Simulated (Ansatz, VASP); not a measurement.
## Two plane-wave programs on Al

```xyz
2
Lattice="0.0000 3.0075 3.0075 3.0075 0.0000 3.0075 3.0075 3.0075 0.0000" Properties=species:S:1:pos:R:3 pbc="T T T"
Al    0.7519    0.7519    0.7519
Al    5.2632    5.2632    5.2632
```

Alike in both runs: task single point; functional RPBE; k mesh 10 × 10 × 10; occupations fermi-dirac, width 0.1 eV; no spin polarisation.

```csv
,VASP,Ansatz
version,VASP 6.6.1,Ansatz 0.2.0
potentials or method,"VASP PAW PBE potentials, release 64 (Al), cutoff 520 eV","plane waves (420 eV) with PAW, scalar-relativistic"
valence electrons in the cell,6,6
```

```csv
,VASP,Ansatz,Ansatz less VASP
pressure (GPa),1.5,1.6,+0.08
```

VASP's potentials were made for PBE, not for RPBE.
